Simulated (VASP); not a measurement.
A run of VASP 6.6.1 is set up as follows.

INCAR

```
SYSTEM = DyW2
  ALGO = Normal
  EDIFF = 1E-6
  ENCUT = 500
  GGA = PE
  GGA_COMPAT = .FALSE.
  ISIF = 2
  ISMEAR = 0
  LASPH = .TRUE.
  LCHARG = .FALSE.
  LMAXMIX = 6
  LREAL = .FALSE.
  LWAVE = .FALSE.
  NBANDS = 26
  NELM = 200
  PREC = Accurate
  SIGMA = 0.1
```

File KPOINTS:

```
k-points
0
G
  4 4 4
  0 0 0
```

Contents of POSCAR:

```
DyW2
1.0
    0.0000000000      3.2591141700      3.2591141700
    3.2591141700      0.0000000000      3.2591141700
    3.2591141700      3.2591141700      0.0000000000
Dy W
1 2
Direct
    0.5000000000      0.5000000000      0.5000000000
    0.0000000000      0.0000000000      0.0000000000
    0.2500000000      0.2500000000      0.2500000000
```

Potentials or basis: VASP PAW PBE potentials, release 64 (Dy_3, W_sv), 4f in core.

Command:

```sh
$ cat potpaw_PBE.64/Dy_3/POTCAR potpaw_PBE.64/W_sv/POTCAR > POTCAR
$ mpirun -np 1 vasp_std > vasp.out
```

Q: What does it give for the pressure?

A: -4.7 GPa.

Q: Predict the band gap on the k mesh.

A: Zero (an odd number of electrons rules out a gap without spin polarisation).

Caveat: the k points lie up to 0.42 Å⁻¹ apart, too coarse for converged energies and pressures of a metal; spin-orbit coupling is left out, which moves the levels of the heavy elements; the 4f electrons are frozen in the core, so they carry no moment and show no levels. Spin polarisation is off, so any magnetic state and its effect on volume and gap are missing.
